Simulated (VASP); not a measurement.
# W (Im-3m) in VASP: a series of runs, part 2 of 2

VASP 6.6.1. The steps go on from the part before.

## (6) Single point, PBE

This run uses another cell than the first one, of 15.85 Å³/atom.

INCAR

```
PREC     = Accurate       # precision mode
ENCUT    = 520            # plane-wave cutoff, eV
EDIFF    = 1E-7           # SCF threshold, eV
ISMEAR   = 0              # smearing method
SIGMA    = 0.1            # smearing width, eV
LREAL    = F              # projectors in reciprocal space
LASPH    = T              # aspherical terms in the spheres
NELM     = 100            # most SCF steps
ALGO     = Normal         # electronic algorithm
ISIF     = 2              # what is computed and relaxed
LWAVE    = F              # write WAVECAR
LCHARG   = F              # write CHGCAR
GGA      = PE             # functional
NBANDS   = 13             # bands
```

KPOINTS

```
regular mesh
0
Gamma
  18 18 18
```

POSCAR

```
W
1.0
   -1.5823450000      1.5823450000      1.5823450000
    1.5823450000     -1.5823450000      1.5823450000
    1.5823450000      1.5823450000     -1.5823450000
W
1
Direct
    0.0000000000      0.0000000000      0.0000000000
```

Potentials or basis: VASP PAW PBE potentials, release 64 (W_sv).

Run with:

```
cat potpaw_PBE.64/W_sv/POTCAR > POTCAR
mpirun -np 1 vasp_std > vasp.out
```

OUTCAR:

```text
PREC = Accurate
   ENCUT = 520
   EDIFF = 1E-7
   ISMEAR = 0
   LREAL = F
   LASPH = T
   NELM = 100
   ISIF = 2
   GGA = PE

 ion  position               nearest neighbor table
   1  0.000  0.000  0.000-

  LATTYP: Found a body centered cubic cell.
 ALAT       =     3.1646900000

  Lattice vectors:

 A1 = (  -1.5823450000,   1.5823450000,   1.5823450000)
 A2 = (   1.5823450000,  -1.5823450000,   1.5823450000)
 A3 = (   1.5823450000,   1.5823450000,  -1.5823450000)

Analysis of symmetry for initial positions (statically):
=====================================================================
 Subroutine PRICEL returns:
 Original cell was already a primitive cell.

 Routine SETGRP: Setting up the symmetry group for a
 body centered cubic supercell.

 Subroutine GETGRP returns: Found 48 space group operations
 (whereof 48 operations were pure point group operations)
 out of a pool of 48 trial point group operations.

The static configuration has the point symmetry O_h .

Analysis of symmetry for dynamics (positions and initial velocities):
=====================================================================
 Subroutine PRICEL returns:
 Original cell was already a primitive cell.

 Routine SETGRP: Setting up the symmetry group for a
 body centered cubic supercell.

 Subroutine GETGRP returns: Found 48 space group operations
 (whereof 48 operations were pure point group operations)
 out of a pool of 48 trial point group operations.

The dynamic configuration has the point symmetry O_h .

 Subroutine INISYM returns: Found 48 space group operations
 (whereof 48 operations are pure point group operations),
 and found     1 'primitive' translations

----------------------------------------------------------------------------------------

                                     Primitive cell

  volume of cell :      15.8476

  direct lattice vectors                    reciprocal lattice vectors
    -1.582345000  1.582345000  1.582345000     0.000000000  0.315986716  0.315986716
     1.582345000 -1.582345000  1.582345000     0.315986716  0.000000000  0.315986716
     1.582345000  1.582345000 -1.582345000     0.315986716  0.315986716  0.000000000

  length of vectors
     2.740701935  2.740701935  2.740701935     0.446872699  0.446872699  0.446872699

  position of ions in fractional coordinates (direct lattice)
     0.000000000  0.000000000  0.000000000

  ion indices of the primitive-cell ions
   primitive index   ion index
                 1           1

----------------------------------------------------------------------------------------

 KPOINTS: regular mesh

Automatic generation of k-mesh.
 Grid dimensions read from file:
 generate k-points for:   18   18   18

 Generating k-lattice:

  Cartesian coordinates                     Fractional coordinates (reciprocal lattice)
     0.000000000  0.017554818  0.017554818     0.055555556  0.000000000  0.000000000
     0.017554818  0.000000000  0.017554818     0.000000000  0.055555556  0.000000000
     0.017554818  0.017554818  0.000000000     0.000000000  0.000000000  0.055555556

  Length of vectors
     0.024826261  0.024826261  0.024826261

  Shift w.r.t. Gamma in fractional coordinates (k-lattice)
     0.000000000  0.000000000  0.000000000

 Subroutine IBZKPT returns following result:
 ===========================================

 Found    195 irreducible k-points:

 Following reciprocal coordinates:
            Coordinates               Weight
  0.000000  0.000000  0.000000      1.000000
  0.055556  0.000000  0.000000     12.000000
  0.111111  0.000000  0.000000     12.000000
  0.166667  0.000000  0.000000     12.000000
  0.222222  0.000000  0.000000     12.000000
  0.277778  0.000000  0.000000     12.000000
[... 16 lines left out ...]
  0.333333  0.111111 -0.000000     48.000000
  0.388889  0.111111  0.000000     48.000000
 [... further k-points ...]
   k-points           NKPTS =    195   k-points in BZ     NKDIM =    195   number of bands    NBANDS=     13
   number of dos      NEDOS =    301   number of ions     NIONS =      1
   total plane-waves  NPLWV =   8000
   dimension x,y,z NGX =    20 NGY =   20 NGZ =   20
   dimension x,y,z NGXF=    40 NGYF=   40 NGZF=   40
   ions per type =               1
   NGX,Y,Z   is equivalent  to a cutoff of  12.13, 12.13, 12.13 a.u.
   NGXF,Y,Z  is equivalent  to a cutoff of  24.26, 24.26, 24.26 a.u.
 SYSTEM =  unknown system
   PREC   = accura    normal or accurate (medium, high low for compatibility)
   ISTART =      0    job   : 0-new  1-cont  2-samecut
   ICHARG =      2    charge: 1-file 2-atom 10-const
   ISPIN  =      1    spin polarized calculation?
   LNONCOLLINEAR =      F non collinear calculations
   LSORBIT =      F    spin-orbit coupling
   LASPH  =      T    aspherical Exc in radial PAW
   ENCUT  =  520.0 eV  38.22 Ry    6.18 a.u.   5.10  5.10  5.10*2*pi/ulx,y,z
   NELM   =    100;   NELMIN=  2; NELMDL= -5     # of ELM steps
   EDIFF  = 0.1E-06   stopping-criterion for ELM
   LREAL  =      F    real-space projection
   EDIFFG = 0.1E-05   stopping-criterion for IOM
   NSW    =      0    number of steps for IOM
   IBRION =     -1    ionic relax: 0-MD 1-quasi-New 2-CG
   NFREE  =      0    steps in history (QN), initial steepest desc. (CG)
   ISIF   =      2    stress and relaxation
   ISYM   =      2    0-nonsym 1-usesym 2-fastsym
   POTIM  = 0.5000    time-step for ionic-motion
   TEBEG  =    0.0;   TEEND  =   0.0 temperature during run
   PSTRESS=    0.0 pullay stress
   NELECT =      14.0000    total number of electrons
   NUPDOWN=      -1.0000    fix difference up-down
   EMIN   =  10.00;   EMAX   =-10.00  energy-range for DOS
   EFERMI =   0.00;   METHOD = LEGACY
   ISMEAR =     0;   SIGMA  =   0.10  broadening in eV -4-tet -1-fermi 0-gaus
   EFERMI_NEDOS =   21; number of points for ismear=-14 and -15
   IALGO  =     38    algorithm
   IMIX   =      4    mixing-type and parameters
     AMIX     =   0.40;   BMIX     =  1.00
     AMIX_MAG =   1.60;   BMIX_MAG =  1.00
  volume/ion in A,a.u.               =      15.85       106.94
  Fermi-wavevector in a.u.,A,eV,Ry     =   1.570832  2.968442 33.572544  2.467512
  Thomas-Fermi vector in A             =   2.672506
   LORBIT       =      0    0 simple, 1 ext, 2 COOP (PROOUT), +10 PAW based schemes
   GGA     = PE    functional components
   LHFCALC =     F    Hartree Fock is set to
   AEXX    =    0.0000 exact exchange contribution
   IVDW    =     0    specifies the selected vdW correction
   LEPSILON=     F    determine dielectric tensor
   LRPA    =     F    only Hartree local field effects (RPA)
 non-spin polarized calculation
 Gauss-broadening in eV      SIGMA  =   0.10
  energy-cutoff  :      520.00
  volume of cell :       15.85
 maximum number of plane-waves:       440
   NGX = 11   NGY = 11   NGZ = 11

 number of electron      14.0000004 magnetization

 Free energy of the ion-electron system (eV)
  ---------------------------------------------------
  ext. energy  EPLUGINS =         0.00000000
  ---------------------------------------------------
  free energy    TOTEN  =       -12.94507089 eV

  energy without entropy =      -12.94160198  energy(sigma->0) =      -12.94333644

 E-fermi :  11.4446     XC(G=0): -13.6418

 val. band max:       11.4413171087   @ k =  -0.2778   0.3333   0.2222
 cond. band min:      11.4558627942   @ k =   0.5000   0.5000   0.2222
 fundamental gap:      0.0145456855
 Fermi energy:        11.4445880194

 k-point     1 :       0.0000    0.0000    0.0000
  band No.  band energies     occupation
      1     -62.7316      2.00000
      2     -26.2935      2.00000
      3     -26.2935      2.00000
      4     -26.2935      2.00000
      5       1.8085      2.00000
      6      10.2200      2.00000
      7      10.2200      2.00000
      8      10.2200      2.00000
      9      13.7115      0.00000
     10      13.7115      0.00000
     11      25.9647      0.00000
     12      25.9647      0.00000
     13      25.9647      0.00000
[... 353 lines left out ...]
 k-point    24 :       0.3889    0.1111    0.0000
  band No.  band energies     occupation
      1     -62.5972      2.00000
      2     -27.5030      2.00000
      3     -26.7476      2.00000
      4     -26.3578      2.00000
      5       5.6097      2.00000
      6       8.0324      2.00000
      7      10.8579      2.00000
      8      13.4815      0.00000
      9      14.8134      0.00000
     10      17.8811      0.00000
     11      22.3777      0.00000
     12      24.0176      0.00000
     13      28.2740      0.00000

 [... further k-points ...]

------------------------ aborting loop because EDIFF is reached ----------------------------------------

  FORCE on cell =-STRESS in cart. coord.  units (eV):
  Direction    XX          YY          ZZ          XY          YZ          ZX
  --------------------------------------------------------------------------------------
  -------------------------------------------------------------------------------------
  Total        0.6159160      0.6159160      0.6159160      0.0000000      0.0000000     -0.0000000
  in kB       62.2685243     62.2685243     62.2685243      0.0000000      0.0000000     -0.0000000
  external PRESSURE =      62.2685243 kB  Pullay stress =       0.0000000 kB

 VOLUME and BASIS-vectors are now :
 -----------------------------------------------------------------------------
  energy-cutoff  :      520.00
  volume of cell :       15.85
      direct lattice vectors                 reciprocal lattice vectors
    -1.582345000  1.582345000  1.582345000     0.000000000  0.315986716  0.315986716
     1.582345000 -1.582345000  1.582345000     0.315986716  0.000000000  0.315986716
     1.582345000  1.582345000 -1.582345000     0.315986716  0.315986716  0.000000000

 POSITION                                       TOTAL-FORCE (eV/Angst)
 -----------------------------------------------------------------------------------
      0.00000      0.00000      0.00000        -0.000000     -0.000000     -0.000000
 -----------------------------------------------------------------------------------
    total drift:                                0.000000     -0.000000      0.000000

  FREE ENERGIE OF THE ION-ELECTRON SYSTEM (eV)
  ---------------------------------------------------
  free  energy   TOTEN  =       -12.9450708939 eV

  energy  without entropy=      -12.9416019849  energy(sigma->0) =      -12.94333644
```

Wall time 43 s (1 thread of Intel Xeon 8259CL, shared host); peak memory 0.15 GiB.

Results:

- Free energy: -12.9451 eV
- Pressure: 6.2 GPa
- Band gap on the k mesh: zero (bands 7 and 8 overlap by 6.40 eV)

Levels at points of the mesh, in eV from the Fermi level:
```csv
k point,band 4,band 5,band 6,band 7,band 8,band 9,band 10,band 11
"(0.00, 0.00, 0.00)",-37.74,-9.64,-1.22,-1.22,-1.22,2.27,2.27,14.52
"(0.50, 0.00, 0.00)",-37.75,-6.27,-3.57,0.68,2.16,3.14,6.16,11.09
"(0.50, 0.50, 0.50)",-38.64,-5.83,-5.83,5.17,5.17,5.17,8.25,8.25
```

Caveat: the cell stands under pressure; spin-orbit coupling is left out, which moves the levels of the heavy elements.

## (7) Summary

```tsv
cell	gap on the mesh (eV)	pressure (GPa)
a = 2.642 Å, angles 109.5°, 1 atom	none	52.0
a = 2.672 Å, angles 109.5°, 1 atom	none	36.1
a = 2.701 Å, angles 109.5°, 1 atom	none	22.4
a = 2.729 Å, angles 109.5°, 1 atom	none	10.6
a = 2.741 Å, angles 109.5°, 1 atom	none	6.2
```

Alike in all rows: task single point; level PBE; potentials or basis VASP PAW PBE potentials, release 64 (W_sv); no spin polarisation; k mesh 18 × 18 × 18; cutoff (eV) 520; smearing gaussian 0.1 eV.

Caveats: the cell stands under pressure; spin-orbit coupling is left out, which moves the levels of the heavy elements.

Total energies depend on the potentials used, so only differences within one code and one set of settings carry meaning.
